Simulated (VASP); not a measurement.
KF, 2 atoms in the cell. Symmetry: F-43m, No. 216, cubic system. The conventional cell has a = 5.975 Å, b = 5.975 Å, c = 5.975 Å, α = 90.00°, β = 90.00°, γ = 90.00°. K (site symmetry -43m) has 4 F at 2.59 Å within 3.4 Å. F (site symmetry -43m) has 4 K at 2.59 Å within 3.4 Å. The cell was built from a structure type or drawn by symmetry, and may not be a known phase.

```yaml
Program: VASP 6.6.1
Task: single point
Functional: PBE
Potentials_or_basis: VASP PAW PBE potentials, release 64 (K_sv, F)
Cutoff: 520 eV
k_mesh: 4 × 4 × 4
Occupations: gaussian, width 0.15 eV
Spin: no spin polarisation
Dipole_correction: no
Further_INCAR_settings: ALGO = Normal; EDIFF = 1e-06; NBANDS = 15
```

Potentials or basis: VASP PAW PBE potentials, release 64 (K_sv, F).

Command:

```sh
$ cat potpaw_PBE.64/K_sv/POTCAR potpaw_PBE.64/F/POTCAR > POTCAR
$ mpirun -np 1 vasp_std > vasp.out
```

Hardware: 1 thread of Intel Xeon 8259CL (shared host).

Task: Estimate the wall time of this run.

Result: Run time: 13 s on 1 thread of Intel Xeon 8259CL, with other jobs on the host, peak memory 0.17 GiB. Counts: scf iterations 14, k points 8.
